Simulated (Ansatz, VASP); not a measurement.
Os in VASP and in Ansatz

File INCAR:

```
PREC     = Accurate       # precision mode
ENCUT    = 520            # plane-wave cutoff, eV
EDIFF    = 1E-7           # SCF threshold, eV
ISMEAR   = 0              # smearing method
SIGMA    = 0.15           # smearing width, eV
LREAL    = F              # projectors in reciprocal space
LASPH    = T              # aspherical terms in the spheres
NELM     = 60             # most SCF steps
ALGO     = Normal         # electronic algorithm
ISIF     = 2              # what is computed and relaxed
LWAVE    = F              # write WAVECAR
LCHARG   = T              # write CHGCAR
GGA      = PS             # functional
LELF     = T              # ELF
LVHAR    = T            
NBANDS   = 10             # bands
```

File KPOINTS:

```
regular mesh
0
Gamma
  20 20 20
```

POSCAR

```
Os
1.0
    0.0000000000      1.9450000000      2.0422500000
    1.9450000000      0.0000000000      2.0422500000
    1.9450000000      1.9450000000      0.0000000000
Os
1
Direct
    0.0000000000      0.0000000000      0.0000000000
```

Input for Ansatz:

```yaml
crystal:
  lattice:
    - [0.0, 1.945, 2.04225]
    - [1.945, 0.0, 2.04225]
    - [1.945, 1.945, 0.0]
  atoms:
    - { symbol: Os, position: [0.0, 0.0, 0.0] }
basis:
  ecutwfc: 420
kpoints:
  mp_grid: { grid: [20, 20, 20] }
hamiltonian:
  xc: pbesol
scf:
  occupations: { method: gaussian, width: 0.15 }
output:
  forces: true
  stress: true
  eigenvalues: true
```

Change from the starting cell: strain +0.000 along x and y, +0.050 along z, atoms carried along.

Alike in both runs: task single point; functional PBEsol; k mesh 20 × 20 × 20; occupations gaussian, width 0.15 eV; no spin polarisation.

|  | VASP | Ansatz |
| --- | --- | --- |
| version | VASP 6.6.1 | Ansatz 0.2.0 |
| potentials or method | VASP PAW PBE potentials, release 64 (Os), cutoff 520 eV | scalar-relativistic, plane waves, PAW |
| valence electrons in the cell | 8 | 16 |

|  | VASP | Ansatz | Ansatz less VASP |
| --- | --- | --- | --- |
| gap on the k mesh at the Fermi level (eV) | none | none | - |
| pressure (GPa) | -33.9 | -33.6 | +0.29 |
| traceless stress, the component that is largest in VASP (GPa) | -9.00 | -9.06 | -0.062 |

VASP's potentials were made for PBE, not for PBEsol. A gap of «none» marks a metal or a gap that the smearing closes. Both programs put the cell under strong tension, so it lies far from rest at this level. With one functional, cell and mesh, what is left measures potentials, basis and numerics. VASP's potentials hold 8 valence electrons a cell and Ansatz's 16, so a difference there can come from the potentials and not from the codes.

Neither program's run includes spin-orbit coupling. Noted on VASP's run: the cell as given lies far from equilibrium.
